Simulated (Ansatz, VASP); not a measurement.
# Nb: VASP beside Ansatz

```
Nb
1.0
     0.00000    2.05155    2.08327
     2.05155    0.00000    2.08327
     2.05155    2.05155    0.00000
Nb
1
Direct
  0.00000 0.00000 0.00000
```

Change from the starting cell: strain -0.030 along x and y, -0.015 along z, atoms carried along.

Alike in both runs: task single point; functional r2SCAN; k mesh 20 × 20 × 20; occupations gaussian, width 0.15 eV; no spin polarisation.

|  | VASP | Ansatz |
| --- | --- | --- |
| version | VASP 6.6.1 | Ansatz 0.2.0 |
| potentials or method | VASP PAW PBE potentials, release 64 (Nb_sv), cutoff 520 eV | scalar-relativistic, plane waves, PAW |
| valence electrons in the cell | 13 | 13 |

|  | VASP | Ansatz | Ansatz less VASP |
| --- | --- | --- | --- |
| gap on the k mesh at the Fermi level (eV) | none | none | - |
| pressure (GPa) | 11.7 | 11.9 | +0.18 |
| traceless stress, the component that is largest in VASP (GPa) | 3.66 | 3.67 | +0.012 |

VASP's potentials were made for PBE, not for r2SCAN. A gap of «none» marks a metal or a gap that the smearing closes. The functional is the same, so the differences come from potentials, cutoffs and numerics.
